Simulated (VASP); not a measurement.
A run of VASP 6.6.1:

The input INCAR:

```
SYSTEM = WSe
PREC = Accurate
ENCUT = 520
EDIFF = 1E-6
ISMEAR = 0
SIGMA = 0.1
LREAL = .False.
LASPH = .True.
NELM = 150
ALGO = Fast
ISIF = 2
LWAVE = .False.
LCHARG = .False.
ISPIN = 2
MAGMOM = 1 -1 0 0
LORBIT = 11
LMAXMIX = 4
LDAU = .True.
LDAUTYPE = 2
LDAUL = 2 -1
LDAUU = 6.2 0
LDAUJ = 0 0
LDAUPRINT = 1
GGA = PE
NBANDS = 32
```

The input KPOINTS:

```
regular mesh
0
Gamma
  12 12 6
  0 0 0
```

Contents of POSCAR:

```
WSe
1.0
    0.0000000000      3.1233880268      3.1233880268
    6.2467760536      3.1233880268      3.1233880268
    6.2467760536      6.2467760536      0.0000000000
W Se
2 2
Direct
    1.0000000000      0.0000000000      1.0000000000
    1.0000000000      0.0000000000      0.5000000000
    0.2500000000      0.2500000000      0.0000000000
    0.2500000000      0.2500000000      0.5000000000
```

Potentials or basis: VASP PAW PBE potentials, release 64 (W_sv, Se).

Run with:

```bash
$ cat potpaw_PBE.64/W_sv/POTCAR potpaw_PBE.64/Se/POTCAR > POTCAR
$ mpirun -np 1 vasp_std > vasp.out
```

Hardware: 1 thread of Oxide Virtual Turin-like Processor (shared host).

Estimate the wall time of this run.

Run time: 47 min on 1 thread of Oxide Virtual Turin-like Processor, with other jobs on the host, peak memory 0.85 GiB. Counts: scf iterations 19, k points 100.
